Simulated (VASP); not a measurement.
# Ta (Fm-3m) in VASP: further runs

Ta is run at these levels: PBE; tasks: single point.

All numbers are computed with VASP 6.6.1; they aren't measurements. Logs are shortened: lines on timing, memory, paths and dates and some standing lists are left out, and cuts for length are marked.

## 1. The cell of the first run

It takes space group Fm-3m (No. 225, cubic). Conventional cell: a = 3.933 Å, b = 3.933 Å, c = 3.933 Å, α = 90.00°, β = 90.00°, γ = 90.00°. Within 3.7 Å of Ta (site symmetry m-3m) lie 12 Ta at 2.78 Å.

This isn't the form of Ta at room conditions, which is bcc.

## 2. Single point, PBE

Input file INCAR:

```
SYSTEM = Ta
PREC = Accurate ; ENCUT = 500
EDIFF = 1E-6 ; ISMEAR = -1
SIGMA = 0.05 ; LREAL = .FALSE.
LASPH = .TRUE. ; NELM = 120
ALGO = Normal ; ISIF = 2
LWAVE = .FALSE. ; LCHARG = .FALSE.
GGA = PE ; NBANDS = 12
GGA_COMPAT = .FALSE.
```

Input file KPOINTS:

```
regular mesh
0
G
  19 19 19
  0 0 0
```

Input file POSCAR:

```
Ta
1.0
    0.0000000000      1.9662797495      1.9662797495
    1.9662797495      0.0000000000      1.9662797495
    1.9662797495      1.9662797495      0.0000000000
Ta
1
Direct
    0.0000000000      0.0000000000      0.0000000000
```

Potentials or basis: VASP PAW PBE potentials, release 64 (Ta_pv).

The run is started by

```
$ cat potpaw_PBE.64/Ta_pv/POTCAR > POTCAR
$ mpirun -np 1 vasp_std > vasp.out
```

OUTCAR:

```text
SYSTEM = Ta
   PREC = Accurate
   ENCUT = 500
   EDIFF = 1E-6
   ISMEAR = -1
   LREAL = .FALSE.
   LASPH = .TRUE.
   NELM = 120
   ISIF = 2
   GGA = PE

 ion  position               nearest neighbor table
   1  0.000  0.000  0.000-

  LATTYP: Found a face centered cubic cell.
 ALAT       =     3.9325594990

  Lattice vectors:

 A1 = (   0.0000000000,   1.9662797495,   1.9662797495)
 A2 = (   1.9662797495,   0.0000000000,   1.9662797495)
 A3 = (   1.9662797495,   1.9662797495,   0.0000000000)

Analysis of symmetry for initial positions (statically):
=====================================================================
 Subroutine PRICEL returns:
 Original cell was already a primitive cell.

 Routine SETGRP: Setting up the symmetry group for a
 face centered cubic supercell.

 Subroutine GETGRP returns: Found 48 space group operations
 (whereof 48 operations were pure point group operations)
 out of a pool of 48 trial point group operations.

The static configuration has the point symmetry O_h .

Analysis of symmetry for dynamics (positions and initial velocities):
=====================================================================
 Subroutine PRICEL returns:
 Original cell was already a primitive cell.

 Routine SETGRP: Setting up the symmetry group for a
 face centered cubic supercell.

 Subroutine GETGRP returns: Found 48 space group operations
 (whereof 48 operations were pure point group operations)
 out of a pool of 48 trial point group operations.

The dynamic configuration has the point symmetry O_h .

 Subroutine INISYM returns: Found 48 space group operations
 (whereof 48 operations are pure point group operations),
 and found     1 'primitive' translations

----------------------------------------------------------------------------------------

                                     Primitive cell

  volume of cell :      15.2043

  direct lattice vectors                    reciprocal lattice vectors
     0.000000000  1.966279749  1.966279749    -0.254287316  0.254287316  0.254287316
     1.966279749  0.000000000  1.966279749     0.254287316 -0.254287316  0.254287316
     1.966279749  1.966279749  0.000000000     0.254287316  0.254287316 -0.254287316

  length of vectors
     2.780739489  2.780739489  2.780739489     0.440438551  0.440438551  0.440438551

  position of ions in fractional coordinates (direct lattice)
     0.000000000  0.000000000  0.000000000

  ion indices of the primitive-cell ions
   primitive index   ion index
                 1           1

----------------------------------------------------------------------------------------

 KPOINTS: regular mesh

Automatic generation of k-mesh.
 Grid dimensions read from file:
 generate k-points for:   19   19   19

 Generating k-lattice:

  Cartesian coordinates                     Fractional coordinates (reciprocal lattice)
    -0.013383543  0.013383543  0.013383543     0.052631579  0.000000000  0.000000000
     0.013383543 -0.013383543  0.013383543     0.000000000  0.052631579  0.000000000
     0.013383543  0.013383543 -0.013383543     0.000000000  0.000000000  0.052631579

  Length of vectors
     0.023180976  0.023180976  0.023180976

  Shift w.r.t. Gamma in fractional coordinates (k-lattice)
     0.000000000  0.000000000  0.000000000

 Subroutine IBZKPT returns following result:
 ===========================================

 Found    220 irreducible k-points:

 Following reciprocal coordinates:
            Coordinates               Weight
  0.000000  0.000000  0.000000      1.000000
  0.052632  0.000000  0.000000      8.000000
  0.105263  0.000000  0.000000      8.000000
  0.157895  0.000000  0.000000      8.000000
  0.210526  0.000000  0.000000      8.000000
  0.263158  0.000000  0.000000      8.000000
[... 16 lines left out ...]
 -0.315789  0.052632  0.000000     24.000000
 -0.263158  0.052632  0.000000     24.000000
 [... further k-points ...]
   k-points           NKPTS =    220   k-points in BZ     NKDIM =    220   number of bands    NBANDS=     12
   number of dos      NEDOS =    301   number of ions     NIONS =      1
   total plane-waves  NPLWV =   8000
   dimension x,y,z NGX =    20 NGY =   20 NGZ =   20
   dimension x,y,z NGXF=    40 NGYF=   40 NGZF=   40
   ions per type =               1
   NGX,Y,Z   is equivalent  to a cutoff of  11.96, 11.96, 11.96 a.u.
   NGXF,Y,Z  is equivalent  to a cutoff of  23.91, 23.91, 23.91 a.u.
 SYSTEM =  Ta
   PREC   = accura    normal or accurate (medium, high low for compatibility)
   ISTART =      0    job   : 0-new  1-cont  2-samecut
   ICHARG =      2    charge: 1-file 2-atom 10-const
   ISPIN  =      1    spin polarized calculation?
   LNONCOLLINEAR =      F non collinear calculations
   LSORBIT =      F    spin-orbit coupling
   LASPH  =      T    aspherical Exc in radial PAW
   ENCUT  =  500.0 eV  36.75 Ry    6.06 a.u.   5.07  5.07  5.07*2*pi/ulx,y,z
   NELM   =    120;   NELMIN=  2; NELMDL= -5     # of ELM steps
   EDIFF  = 0.1E-05   stopping-criterion for ELM
   LREAL  =      F    real-space projection
   EDIFFG = 0.1E-04   stopping-criterion for IOM
   NSW    =      0    number of steps for IOM
   IBRION =     -1    ionic relax: 0-MD 1-quasi-New 2-CG
   NFREE  =      0    steps in history (QN), initial steepest desc. (CG)
   ISIF   =      2    stress and relaxation
   ISYM   =      2    0-nonsym 1-usesym 2-fastsym
   POTIM  = 0.5000    time-step for ionic-motion
   TEBEG  =    0.0;   TEEND  =   0.0 temperature during run
   PSTRESS=    0.0 pullay stress
   NELECT =      11.0000    total number of electrons
   NUPDOWN=      -1.0000    fix difference up-down
   EMIN   =  10.00;   EMAX   =-10.00  energy-range for DOS
   EFERMI =   0.00;   METHOD = LEGACY
   ISMEAR =    -1;   SIGMA  =   0.05  broadening in eV -4-tet -1-fermi 0-gaus
   EFERMI_NEDOS =   21; number of points for ismear=-14 and -15
   IALGO  =     38    algorithm
   IMIX   =      4    mixing-type and parameters
     AMIX     =   0.40;   BMIX     =  1.00
     AMIX_MAG =   1.60;   BMIX_MAG =  1.00
  volume/ion in A,a.u.               =      15.20       102.60
  Fermi-wavevector in a.u.,A,eV,Ry     =   1.469661  2.777256 29.387259  2.159903
  Thomas-Fermi vector in A             =   2.585011
   LORBIT       =      0    0 simple, 1 ext, 2 COOP (PROOUT), +10 PAW based schemes
   GGA     = PE    functional components
   LHFCALC =     F    Hartree Fock is set to
   AEXX    =    0.0000 exact exchange contribution
   IVDW    =     0    specifies the selected vdW correction
   LEPSILON=     F    determine dielectric tensor
   LRPA    =     F    only Hartree local field effects (RPA)
 non-spin polarized calculation
  energy-cutoff  :      500.00
  volume of cell :       15.20
 maximum number of plane-waves:       395
   NGX = 11   NGY = 11   NGZ = 11

 number of electron      10.9999996 magnetization

 Free energy of the ion-electron system (eV)
  ---------------------------------------------------
  ext. energy  EPLUGINS =         0.00000000
  ---------------------------------------------------
  free energy    TOTEN  =       -10.99427892 eV

  energy without entropy =      -10.98542976  energy(sigma->0) =      -10.98985434

 E-fermi :   7.4605     XC(G=0): -13.5120

 val. band max:        7.4542814751   @ k =  -0.4737   0.2105   0.0000
 cond. band min:       7.4628537300   @ k =   0.4737   0.2632   0.0000
 fundamental gap:      0.0085722549
 Fermi energy:         7.4605468185

 k-point     1 :       0.0000    0.0000    0.0000
  band No.  band energies     occupation
      1     -25.4266      2.00000
      2     -25.4266      2.00000
      3     -25.4266      2.00000
      4      -1.5676      2.00000
      5       7.7036      0.01538
      6       7.7036      0.01538
      7       7.7036      0.01538
      8      11.6791      0.00000
      9      11.6791      0.00000
     10      20.4663      0.00000
     11      22.1971      0.00000
     12      26.4106      0.00000

 k-point     2 :       0.0526    0.0000    0.0000
  band No.  band energies     occupation
      1     -25.4883      2.00000
      2     -25.4338      2.00000
      3     -25.4338      2.00000
      4      -1.4202      2.00000
      5       7.5743      0.18636
      6       7.7736      0.00381
      7       7.7736      0.00381
      8      11.5983      0.00000
      9      11.5983      0.00000
     10      20.7745      0.00000
     11      22.1971      0.00000
     12      25.6898      0.00000

 k-point     3 :       0.1053    0.0000    0.0000
  band No.  band energies     occupation
      1     -25.6640      2.00000
      2     -25.4545      2.00000
      3     -25.4545      2.00000
      4      -0.9973      2.00000
      5       7.2432      1.97444
      6       7.9592      0.00009
      7       7.9592      0.00009
      8      11.4082      0.00000
      9      11.4082      0.00000
     10      21.5946      0.00000
     11      22.1963      0.00000
     12      24.4688      0.00000

 k-point     4 :       0.1579    0.0000    0.0000
  band No.  band energies     occupation
      1     -25.9278      2.00000
      2     -25.4863      2.00000
      3     -25.4863      2.00000
      4      -0.3582      2.00000
      5       6.8454      1.99999
      6       8.1745      0.00000
      7       8.1745      0.00000
      8      11.2578      0.00000
      9      11.2578      0.00000
     10      22.1734      0.00000
     11      22.2494      0.00000
     12      23.9163      0.00000

 k-point     5 :       0.2105    0.0000    0.0000
  band No.  band energies     occupation
      1     -26.2442      2.00000
      2     -25.5256      2.00000
      3     -25.5256      2.00000
      4       0.3902      2.00000
      5       6.5447      2.00000
      6       8.2728      0.00000
      7       8.2728      0.00000
      8      11.3556      0.00000
      9      11.3556      0.00000
     10      21.5255      0.00000
     11      22.2014      0.00000
     12      25.1022      0.00000
[... 228 lines left out ...]
      1     -27.3540      2.00000
      2     -25.7275      2.00000
      3     -25.6736      2.00000
      4       1.9607      2.00000
      5       7.2318      1.97961
      6       7.5291      0.40482
      7       8.5531      0.00000
      8      14.1397      0.00000
      9      14.9728      0.00000
     10      19.8245      0.00000
     11      21.9010      0.00000
     12      22.2756      0.00000

 k-point    22 :      -0.3684    0.0526    0.0000
  band No.  band energies     occupation
      1     -27.2005      2.00000
      2     -25.7135      2.00000
      3     -25.6431      2.00000
      4       1.9386      2.00000
      5       7.4014      1.53081
      6       7.6832      0.02300
      7       7.8136      0.00172
      8      13.2611      0.00000
      9      14.4104      0.00000
     10      19.7847      0.00000
     11      22.1887      0.00000
     12      23.7394      0.00000

 k-point    23 :      -0.3158    0.0526    0.0000
  band No.  band energies     occupation
      1     -26.9696      2.00000
      2     -25.6861      2.00000
      3     -25.6042      2.00000
      4       1.7927      2.00000
      5       6.9631      1.99990
      6       7.7270      0.00965
      7       7.9203      0.00020
      8      12.3029      0.00000
      9      13.5983      0.00000
     10      20.1102      0.00000
     11      22.1964      0.00000
     12      25.6344      0.00000

 k-point    24 :      -0.2632    0.0526    0.0000
  band No.  band energies     occupation
      1     -26.6811      2.00000
      2     -25.6480      2.00000
      3     -25.5610      2.00000
      4       1.4028      2.00000
      5       6.4705      2.00000
      6       8.0023      0.00004
      7       8.1878      0.00000
      8      11.4441      0.00000
      9      12.7665      0.00000
     10      20.7116      0.00000
     11      22.1990      0.00000
     12      26.6482      0.00000

 [... further k-points ...]

------------------------ aborting loop because EDIFF is reached ----------------------------------------

  FORCE on cell =-STRESS in cart. coord.  units (eV):
  Direction    XX          YY          ZZ          XY          YZ          ZX
  --------------------------------------------------------------------------------------
  -------------------------------------------------------------------------------------
  Total        5.7478966      5.7478966      5.7478966      0.0000000     -0.0000000      0.0000000
  in kB      605.6944808    605.6944808    605.6944808      0.0000000     -0.0000000      0.0000000
  external PRESSURE =     605.6944808 kB  Pullay stress =       0.0000000 kB

 VOLUME and BASIS-vectors are now :
 -----------------------------------------------------------------------------
  energy-cutoff  :      500.00
  volume of cell :       15.20
      direct lattice vectors                 reciprocal lattice vectors
     0.000000000  1.966279749  1.966279749    -0.254287316  0.254287316  0.254287316
     1.966279749  0.000000000  1.966279749     0.254287316 -0.254287316  0.254287316
     1.966279749  1.966279749  0.000000000     0.254287316  0.254287316 -0.254287316

 POSITION                                       TOTAL-FORCE (eV/Angst)
 -----------------------------------------------------------------------------------
      0.00000      0.00000      0.00000        -0.000000      0.000000      0.000000
 -----------------------------------------------------------------------------------
    total drift:                                0.000000     -0.000000      0.000000

  FREE ENERGIE OF THE ION-ELECTRON SYSTEM (eV)
  ---------------------------------------------------
  free  energy   TOTEN  =       -10.9942789150 eV

  energy  without entropy=      -10.9854297621  energy(sigma->0) =      -10.98985434
```

Wall time 18 s (1 thread of Intel Xeon Platinum 8375C at 2.90GHz (Ice Lake), shared host); peak memory 0.15 GiB.

Results:

* Free energy: -10.9943 eV
* Pressure: 60.6 GPa
* Band gap on the k mesh: zero (an odd number of electrons rules out a gap without spin polarisation)

Levels at points of the mesh, in eV from the Fermi level:
| k point | band 2 | band 3 | band 4 | band 5 | band 6 | band 7 | band 8 | band 9 |
| --- | --- | --- | --- | --- | --- | --- | --- | --- |
| (0.00, 0.00, 0.00) | -32.89 | -32.89 | -9.03 | 0.24 | 0.24 | 0.24 | 4.22 | 4.22 |

Caveat: the cell stands under pressure; spin-orbit coupling is left out, which moves the levels of the heavy elements.

## 3. Single point, PBE

This run uses another cell than the first one, of 16.09 Å³/atom.

Input file INCAR:

```
PREC = Accurate ; ENCUT = 500
EDIFF = 1E-6 ; ISMEAR = -1
SIGMA = 0.05 ; LREAL = False
LASPH = True ; NELM = 120
ALGO = Normal ; ISIF = 2
LWAVE = False ; LCHARG = False
GGA = PE ; NBANDS = 12
GGA_COMPAT = False
```

Input file KPOINTS:

```
regular mesh
0
Gamma
  19 19 19
```

Input file POSCAR:

```
Ta
1.0
    0.0000000000      2.0035562670      2.0035562670
    2.0035562670      0.0000000000      2.0035562670
    2.0035562670      2.0035562670      0.0000000000
Ta
1
Direct
    0.0000000000      0.0000000000      0.0000000000
```

Potentials or basis: VASP PAW PBE potentials, release 64 (Ta_pv).

The run is started by

```
$ cat potpaw_PBE.64/Ta_pv/POTCAR > POTCAR
$ mpirun -np 1 vasp_std > vasp.out
```

It took 20 s on 1 thread of Intel Xeon Platinum 8375C at 2.90GHz (Ice Lake), shared host; peak memory 0.17 GiB.

Results (log left out):

| Item | Value |
| --- | --- |
| Free energy | -11.2698 eV |
| Pressure | 40.3 GPa |
| Band gap on the k mesh | zero (an odd number of electrons rules out a gap without spin polarisation) |

Levels at points of the mesh, in eV from the Fermi level:
```csv
k point,band 3,band 4,band 5,band 6,band 7,band 8
"(0.00, 0.00, 0.00)",-33.08,-8.79,0.33,0.33,0.33,4.02
```

Caveat: the cell stands under pressure; spin-orbit coupling is left out, which moves the levels of the heavy elements.

## 4. Single point, PBE

This run uses another cell than the first one, of 17.23 Å³/atom.

Input file INCAR:

```
PREC = Accurate
ENCUT = 500
EDIFF = 1E-6
ISMEAR = -1
SIGMA = 0.05
LREAL = F
LASPH = T
NELM = 120
ALGO = Normal
ISIF = 2
LWAVE = F
LCHARG = T
GGA = PE
LELF = T
LVHAR = T
NBANDS = 12
GGA_COMPAT = F
```

KPOINTS is that of step 3.

Input file POSCAR:

```
Ta
1.0
    0.0000000000      2.0501078410      2.0501078410
    2.0501078410      0.0000000000      2.0501078410
    2.0501078410      2.0501078410      0.0000000000
Ta
1
Direct
    0.0000000000      0.0000000000      0.0000000000
```

The run is started by

```
$ cat potpaw_PBE.64/Ta_pv/POTCAR > POTCAR
$ mpirun -np 1 vasp_std > vasp.out
```

It took 21 s on 1 thread of Intel Xeon Platinum 8375C at 2.90GHz (Ice Lake), shared host; peak memory 0.17 GiB.

It converged, with:

```yaml
Free_energy: -11.4831 eV
Pressure: 20.1 GPa
Band_gap_on_the_k_mesh: zero (an odd number of electrons rules out a gap without spin polarisation)
```

Levels at points of the mesh, in eV from the Fermi level:
| k point | band 1 | band 2 | band 3 | band 4 | band 5 | band 6 | band 7 | band 8 | band 9 | band 10 |
| --- | --- | --- | --- | --- | --- | --- | --- | --- | --- | --- |
| (0.00, 0.00, 0.00) | -33.32 | -33.32 | -33.32 | -8.50 | 0.40 | 0.40 | 0.40 | 3.77 | 3.77 | 12.70 |

Caveat: the cell stands under pressure; spin-orbit coupling is left out, which moves the levels of the heavy elements.

[end of part 1 of 2]
